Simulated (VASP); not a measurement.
Input of a VASP 6.6.1 run:

The input INCAR:

```
  PREC = Accurate
  ENCUT = 500
  EDIFF = 1E-6
  ISMEAR = 0
  SIGMA = 0.01
  LREAL = False
  LASPH = True
  NELM = 120
  ALGO = Normal
  ISIF = 2
  LWAVE = False
  LCHARG = False
  NBANDS = 46
  GGA_COMPAT = False
```

File KPOINTS:

```
regular mesh
0
Gamma
  6 6 2
```

Contents of POSCAR:

```
AgI
1.0
    4.4410609423      0.0000000000      0.0000000000
   -2.2205304711      3.8460715958      0.0000000000
    0.0000000000      0.0000000000     14.8805643239
Ag I
4 4
Direct
    0.0000000000      0.0000000000      0.3237121402
    0.6666666667      0.3333333333      0.4263931477
    0.3333333333      0.6666666667      0.9263931477
    0.0000000000      0.0000000000      0.8237121402
    0.0000000000      0.0000000000      0.0160088608
    0.6666666667      0.3333333333      0.2338858515
    0.3333333333      0.6666666667      0.7338858515
    0.0000000000      0.0000000000      0.5160088608
```

Potentials or basis: VASP PAW LDA potentials, release 64 (Ag, I).

The run is started by

```sh
$ cat potpaw_LDA.64/Ag/POTCAR potpaw_LDA.64/I/POTCAR > POTCAR
$ mpirun -np 1 vasp_std > vasp.out
```

Q: Predict the pressure.

A: -2.9 GPa.

Q: Estimate the largest force.

A: 0.469 eV/Å.

Q: Predict the band gap on the k mesh.

A: 1.27 eV.

Forces on the atoms (eV/Å):
```
Ag   0.000  0.000  0.065
Ag   0.000  0.000 -0.066
Ag   0.000  0.000 -0.066
Ag   0.000  0.000  0.065
I    0.000  0.000 -0.468
I    0.000  0.000  0.469
I    0.000  0.000  0.469
I    0.000  0.000 -0.468
```

Caveat: spin-orbit coupling is left out, which moves the levels of the heavy elements.
